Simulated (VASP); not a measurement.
The system is Ga.

```
Ga
1.0
     2.71648    0.00000    0.00000
     0.00000    2.71648    0.00000
     0.00000    0.00000    2.71648
Ga
1
Direct
  0.00000 0.00000 0.00000
```

This isn't the form of Ga at room conditions, which is orthorhombic.

```yaml
Program: VASP 6.6.1
Task: relaxation of cell and atoms
Functional: PBEsol-based screened hybrid with 25 % exact exchange
Potentials_or_basis: VASP PAW PBE potentials, release 64 (Ga_d)
Cutoff: 600 eV
k_mesh: 5 × 5 × 5
Occupations: fermi-dirac, width 0.05 eV
Spin: no spin polarisation
```

At the start: pressure -3.5 GPa; volume 20.05 Å³/atom.

**Question.** Where does the relaxation end?

**Answer.** Over 3 steps the energy falls by 15.9 meV/atom and the volume is 18.77 Å³/atom (-6.4 %); space group Pm-3m (No. 221, to 0.1 Å) before and after.

The path:
| step | energy change (eV) | largest force (eV/Å) | pressure (GPa) | volume (Å³) |
| --- | --- | --- | --- | --- |
| 1 | 0.0000 | 0.0000 | -3.51 | 20.05 |
| 2 | -0.0158 | 0.0000 | -0.12 | 18.80 |
| 3 | -0.0159 | 0.0000 | 0.04 | 18.77 |

Final structure:
```
CELL_PARAMETERS angstrom
2.65751 0.00000 0.00000
0.00000 2.65751 0.00000
0.00000 0.00000 2.65751
ATOMIC_POSITIONS crystal
Ga 0.00000 0.00000 0.00000
```

Caveat: the k points lie up to 0.47 Å⁻¹ apart in the final cell, too coarse for converged energies and pressures of a metal; the PAW data sets were made with another functional, which shifts forces and pressure a little.
